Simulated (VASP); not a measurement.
# AgAu2Cl3 (P3m1) in VASP: notebook

Aim: see how the results for AgAu2Cl3 move with the level of theory and the settings. Levels: PBEsol, r2SCAN+rVV10. Tasks: single point, relaxation of cell and atoms.

Everything below comes from runs of VASP 6.6.1. Logs are shortened: lines on timing, memory, paths and dates and some standing lists are left out, and cuts for length are marked.

## 1. The cell of the first run

The structure is trigonal, space group P3m1 (No. 156). Conventional cell: a = 4.131 Å, b = 4.131 Å, c = 9.625 Å, α = 90.00°, β = 90.00°, γ = 120.00°. Within 3.4 Å of Ag (site symmetry 3m) lie 4 Cl at 2.58 to 2.65 Å and 3 Au at 2.90 Å. Au (site symmetry 3m) has 3 Cl at 2.59 Å and 3 Ag at 2.90 Å within 3.4 Å. Within 3.2 Å of Au (site symmetry 3m) lie 4 Cl at 2.40 to 2.91 Å. Within 3.2 Å of Cl (site symmetry 3m) lie 3 Au at 2.40 Å. Within 3.4 Å of Cl (site symmetry 3m) lie 3 Ag at 2.58 Å and 1 Au at 2.91 Å. Cl (site symmetry 3m) has 3 Au at 2.59 Å and 1 Ag at 2.65 Å within 3.4 Å.

## 2. Single point, PBEsol

File INCAR:

```
SYSTEM = AgAu2Cl3
PREC     = Accurate       ! precision mode
ENCUT    = 520            ! plane-wave cutoff, eV
EDIFF    = 1E-6           ! SCF threshold, eV
ISMEAR   = -1             ! smearing method
SIGMA    = 0.03           ! smearing width, eV
LREAL    = .FALSE.        ! projectors in reciprocal space
LASPH    = .TRUE.         ! aspherical terms in the spheres
NELM     = 100            ! most SCF steps
ALGO     = Normal         ! electronic algorithm
ISIF     = 2              ! what is computed and relaxed
LWAVE    = .FALSE.        ! write WAVECAR
LCHARG   = .FALSE.        ! write CHGCAR
GGA      = PS             ! functional
NBANDS   = 36             ! bands
```

File KPOINTS:

```
regular mesh
0
G
  6 6 2
  0 0 0
```

File POSCAR:

```
AgAu2Cl3
1.0
    4.1305609015      0.0000000000      0.0000000000
   -2.0652804507      3.5771706726      0.0000000000
    0.0000000000      0.0000000000      9.6245522035
Ag Au Cl
1 2 3
Direct
    0.3333333333      0.6666666667      0.7068794877
    0.0000000000      0.0000000000      0.8784525185
    0.6666666667      0.3333333333      0.3019748921
    0.0000000000      0.0000000000      0.2757146084
    0.6666666667      0.3333333333      0.6047772473
    0.3333333333      0.6666666667      0.9822012460
```

Potentials or basis: VASP PAW PBE potentials, release 64 (Ag, Au, Cl).

Started as:

```console
> cat potpaw_PBE.64/Ag/POTCAR potpaw_PBE.64/Au/POTCAR potpaw_PBE.64/Cl/POTCAR > POTCAR
> mpirun -np 1 vasp_std > vasp.out
```

OUTCAR:

```text
SYSTEM = AgAu2Cl3
   PREC = Accurate
   ENCUT = 520
   EDIFF = 1E-6
   ISMEAR = -1
   LREAL = .FALSE.
   LASPH = .TRUE.
   NELM = 100
   ISIF = 2
   GGA = PS

 ion  position               nearest neighbor table
   1  0.333  0.667  0.707-   5 2.58   5 2.58   5 2.58   6 2.65   2 2.90   2 2.90   2 2.90
   2  0.000  0.000  0.878-   6 2.59   6 2.59   6 2.59   1 2.90   1 2.90   1 2.90
   3  0.667  0.333  0.302-   4 2.40   4 2.40   4 2.40   5 2.91
   4  0.000  0.000  0.276-   3 2.40   3 2.40   3 2.40
   5  0.667  0.333  0.605-   1 2.58   1 2.58   1 2.58   3 2.91
   6  0.333  0.667  0.982-   2 2.59   2 2.59   2 2.59   1 2.65

  LATTYP: Found a hexagonal cell.
 ALAT       =     4.1305609015
 C/A-ratio  =     2.3300835971

  Lattice vectors:

 A1 = (   4.1305609015,   0.0000000000,   0.0000000000)
 A2 = (  -2.0652804507,   3.5771706726,   0.0000000000)
 A3 = (   0.0000000000,   0.0000000000,   9.6245522035)

Analysis of symmetry for initial positions (statically):
=====================================================================
 Subroutine PRICEL returns:
 Original cell was already a primitive cell.

 Routine SETGRP: Setting up the symmetry group for a
 hexagonal supercell.

 Subroutine GETGRP returns: Found  6 space group operations
 (whereof  6 operations were pure point group operations)
 out of a pool of 24 trial point group operations.

The static configuration has the point symmetry C_3v.

Analysis of symmetry for dynamics (positions and initial velocities):
=====================================================================
 Subroutine PRICEL returns:
 Original cell was already a primitive cell.

 Routine SETGRP: Setting up the symmetry group for a
 hexagonal supercell.

 Subroutine GETGRP returns: Found  6 space group operations
 (whereof  6 operations were pure point group operations)
 out of a pool of 24 trial point group operations.

The dynamic configuration has the point symmetry C_3v.

 Subroutine INISYM returns: Found  6 space group operations
 (whereof  6 operations are pure point group operations),
 and found     1 'primitive' translations

----------------------------------------------------------------------------------------

                                     Primitive cell

  volume of cell :     142.2097

  direct lattice vectors                    reciprocal lattice vectors
     4.130560901  0.000000000  0.000000000     0.242097871  0.139775271  0.000000000
    -2.065280451  3.577170673  0.000000000     0.000000000  0.279550542  0.000000000
     0.000000000  0.000000000  9.624552204     0.000000000  0.000000000  0.103900938

  length of vectors
     4.130560901  4.130560901  9.624552204     0.279550542  0.279550542  0.103900938

  position of ions in fractional coordinates (direct lattice)
     0.333333333  0.666666667  0.706879488
     0.000000000  0.000000000  0.878452518
     0.666666667  0.333333333  0.301974892
     0.000000000  0.000000000  0.275714608
     0.666666667  0.333333333  0.604777247
     0.333333333  0.666666667  0.982201246

  ion indices of the primitive-cell ions
   primitive index   ion index
                 1           1
                 2           2
                 3           3
                 4           4
                 5           5
                 6           6

----------------------------------------------------------------------------------------

 KPOINTS: regular mesh

Automatic generation of k-mesh.
 Grid dimensions read from file:
 generate k-points for:    6    6    2

 Generating k-lattice:

  Cartesian coordinates                     Fractional coordinates (reciprocal lattice)
     0.040349645  0.023295878  0.000000000     0.166666667  0.000000000  0.000000000
     0.000000000  0.046591757  0.000000000     0.000000000  0.166666667  0.000000000
     0.000000000  0.000000000  0.051950469     0.000000000  0.000000000  0.500000000

  Length of vectors
     0.046591757  0.046591757  0.051950469

  Shift w.r.t. Gamma in fractional coordinates (k-lattice)
     0.000000000  0.000000000  0.000000000

 Subroutine IBZKPT returns following result:
 ===========================================

 Found     14 irreducible k-points:

 Following reciprocal coordinates:
            Coordinates               Weight
  0.000000  0.000000  0.000000      1.000000
  0.166667 -0.000000  0.000000      6.000000
  0.333333 -0.000000  0.000000      6.000000
  0.500000  0.000000  0.000000      3.000000
  0.166667  0.166667  0.000000      6.000000
  0.333333  0.166667  0.000000     12.000000
  0.333333  0.333333  0.000000      2.000000
  0.000000  0.000000  0.500000      1.000000
  0.166667 -0.000000  0.500000      6.000000
  0.333333 -0.000000  0.500000      6.000000
  0.500000  0.000000  0.500000      3.000000
  0.166667  0.166667  0.500000      6.000000
  0.333333  0.166667  0.500000     12.000000
  0.333333  0.333333  0.500000      2.000000
   k-points           NKPTS =     14   k-points in BZ     NKDIM =     14   number of bands    NBANDS=     36
   number of dos      NEDOS =    301   number of ions     NIONS =      6
   total plane-waves  NPLWV =  73728
   dimension x,y,z NGX =    32 NGY =   32 NGZ =   72
   dimension x,y,z NGXF=    64 NGYF=   64 NGZF=  144
   ions per type =               1   2   3
   NGX,Y,Z   is equivalent  to a cutoff of  12.88, 12.88, 12.44 a.u.
   NGXF,Y,Z  is equivalent  to a cutoff of  25.76, 25.76, 24.87 a.u.
 SYSTEM =  AgAu2Cl3
   PREC   = accura    normal or accurate (medium, high low for compatibility)
   ISTART =      0    job   : 0-new  1-cont  2-samecut
   ICHARG =      2    charge: 1-file 2-atom 10-const
   ISPIN  =      1    spin polarized calculation?
   LNONCOLLINEAR =      F non collinear calculations
   LSORBIT =      F    spin-orbit coupling
   LASPH  =      T    aspherical Exc in radial PAW
   ENCUT  =  520.0 eV  38.22 Ry    6.18 a.u.   7.68  7.68 17.90*2*pi/ulx,y,z
   NELM   =    100;   NELMIN=  2; NELMDL= -5     # of ELM steps
   EDIFF  = 0.1E-05   stopping-criterion for ELM
   LREAL  =      F    real-space projection
   EDIFFG = 0.1E-04   stopping-criterion for IOM
   NSW    =      0    number of steps for IOM
   IBRION =     -1    ionic relax: 0-MD 1-quasi-New 2-CG
   NFREE  =      0    steps in history (QN), initial steepest desc. (CG)
   ISIF   =      2    stress and relaxation
   ISYM   =      2    0-nonsym 1-usesym 2-fastsym
   POTIM  = 0.5000    time-step for ionic-motion
   TEBEG  =    0.0;   TEEND  =   0.0 temperature during run
   PSTRESS=    0.0 pullay stress
   NELECT =      54.0000    total number of electrons
   NUPDOWN=      -1.0000    fix difference up-down
   EMIN   =  10.00;   EMAX   =-10.00  energy-range for DOS
   EFERMI =   0.00;   METHOD = LEGACY
   ISMEAR =    -1;   SIGMA  =   0.03  broadening in eV -4-tet -1-fermi 0-gaus
   EFERMI_NEDOS =   21; number of points for ismear=-14 and -15
   IALGO  =     38    algorithm
   IMIX   =      4    mixing-type and parameters
     AMIX     =   0.40;   BMIX     =  1.00
     AMIX_MAG =   1.60;   BMIX_MAG =  1.00
  volume/ion in A,a.u.               =      23.70       159.95
  Fermi-wavevector in a.u.,A,eV,Ry     =   1.185486  2.240243 19.121308  1.405376
  Thomas-Fermi vector in A             =   2.321678
   LORBIT       =      0    0 simple, 1 ext, 2 COOP (PROOUT), +10 PAW based schemes
   GGA     = PS    functional components
   LHFCALC =     F    Hartree Fock is set to
   AEXX    =    0.0000 exact exchange contribution
   IVDW    =     0    specifies the selected vdW correction
   LEPSILON=     F    determine dielectric tensor
   LRPA    =     F    only Hartree local field effects (RPA)
 non-spin polarized calculation
  energy-cutoff  :      520.00
  volume of cell :      142.21
 maximum number of plane-waves:      3853
 NGX is ok and might be reduce to    32
   NGX = 15   NGY = 15   NGZ = 35

 number of electron      53.9999995 magnetization

 Free energy of the ion-electron system (eV)
  ---------------------------------------------------
  ext. energy  EPLUGINS =         0.00000000
  ---------------------------------------------------
  free energy    TOTEN  =       -17.14649089 eV

  energy without entropy =      -17.14152104  energy(sigma->0) =      -17.14400597

 E-fermi :   3.7512     XC(G=0):  -9.6388

 val. band max:        3.4562017544   @ k =   0.0000   0.0000   0.5000
 cond. band min:       3.7965463454   @ k =   0.0000   0.0000   0.0000
 fundamental gap:      0.3403445910
 Fermi energy:         3.7511899146

 k-point     1 :       0.0000    0.0000    0.0000
  band No.  band energies     occupation
      1     -12.8148      2.00000
      2     -12.4041      2.00000
      3     -11.8185      2.00000
      4      -2.7724      2.00000
      5      -2.7724      2.00000
      6      -2.2329      2.00000
[... 28 lines left out ...]
     35      10.9520      0.00000
     36      10.9520      0.00000

 k-point     2 :       0.1667   -0.0000    0.0000
  band No.  band energies     occupation
      1     -12.7422      2.00000
      2     -12.3632      2.00000
      3     -11.7827      2.00000
      4      -2.8882      2.00000
      5      -2.6076      2.00000
      6      -2.2415      2.00000
[... 28 lines left out ...]
     35      10.4554      0.00000
     36      11.2724      0.00000

 k-point     3 :       0.3333   -0.0000    0.0000
  band No.  band energies     occupation
      1     -12.5901      2.00000
      2     -12.2840      2.00000
      3     -11.7096      2.00000
      4      -3.0111      2.00000
      5      -2.3993      2.00000
      6      -2.2160      2.00000
[... 28 lines left out ...]
     35      10.5754      0.00000
     36      11.2464      0.00000
[... 352 lines left out ...]
 k-point    13 :       0.3333    0.1667    0.5000
  band No.  band energies     occupation
      1     -12.5104      2.00000
      2     -12.2468      2.00000
      3     -11.6725      2.00000
      4      -2.9831      2.00000
      5      -2.3364      2.00000
      6      -2.0302      2.00000
[... 28 lines left out ...]
     35      10.8467      0.00000
     36      11.8342      0.00000

 k-point    14 :       0.3333    0.3333    0.5000
  band No.  band energies     occupation
      1     -12.4704      2.00000
      2     -12.2285      2.00000
      3     -11.6540      2.00000
      4      -2.9117      2.00000
      5      -2.1335      2.00000
      6      -2.0167      2.00000
[... 28 lines left out ...]
     35      10.9151      0.00000
     36      12.0535      0.00000

------------------------ aborting loop because EDIFF is reached ----------------------------------------

  FORCE on cell =-STRESS in cart. coord.  units (eV):
  Direction    XX          YY          ZZ          XY          YZ          ZX
  --------------------------------------------------------------------------------------
  -------------------------------------------------------------------------------------
  Total       -0.1024528     -0.1024528     -0.1141553     -0.0000000      0.0000000      0.0000000
  in kB       -1.1542636     -1.1542636     -1.2861075     -0.0000000      0.0000000      0.0000000
  external PRESSURE =      -1.1982116 kB  Pullay stress =       0.0000000 kB

 VOLUME and BASIS-vectors are now :
 -----------------------------------------------------------------------------
  energy-cutoff  :      520.00
  volume of cell :      142.21
      direct lattice vectors                 reciprocal lattice vectors
     4.130560901  0.000000000  0.000000000     0.242097871  0.139775271  0.000000000
    -2.065280451  3.577170673  0.000000000     0.000000000  0.279550542  0.000000000
     0.000000000  0.000000000  9.624552204     0.000000000  0.000000000  0.103900938

 POSITION                                       TOTAL-FORCE (eV/Angst)
 -----------------------------------------------------------------------------------
     -0.00000      2.38478      6.80340         0.000000     -0.000000      0.008590
      0.00000      0.00000      8.45471        -0.000000      0.000000      0.002337
      2.06528      1.19239      2.90637        -0.000000      0.000000      0.001771
      0.00000      0.00000      2.65363        -0.000000     -0.000000     -0.001945
      2.06528      1.19239      5.82071        -0.000000      0.000000      0.008791
     -0.00000      2.38478      9.45325        -0.000000      0.000000     -0.019544
 -----------------------------------------------------------------------------------
    total drift:                                0.000000     -0.000000     -0.001070

  FREE ENERGIE OF THE ION-ELECTRON SYSTEM (eV)
  ---------------------------------------------------
  free  energy   TOTEN  =       -17.1464908927 eV

  energy  without entropy=      -17.1415210386  energy(sigma->0) =      -17.14400597
```

It took 48 s on 1 thread of AMD EPYC 7R13 (Zen 3), shared host; peak memory 0.26 GiB.

Results:

| Item | Value |
| --- | --- |
| Free energy | -17.1465 eV |
| Pressure | -0.1 GPa |
| Largest force | 0.020 eV/Å |
| Band gap on the k mesh | zero (filled and empty bands overlap) |

Forces in eV/Å, atoms in the order of the input:
```
Ag   0.000  0.000  0.009
Au   0.000  0.000  0.002
Au   0.000  0.000  0.002
Cl   0.000  0.000 -0.002
Cl   0.000  0.000  0.009
Cl   0.000  0.000 -0.020
```

Caveat: the PAW data sets were made with another functional, which shifts forces and pressure a little; spin-orbit coupling is left out, which moves the levels of the heavy elements.

[end of part 1 of 2]
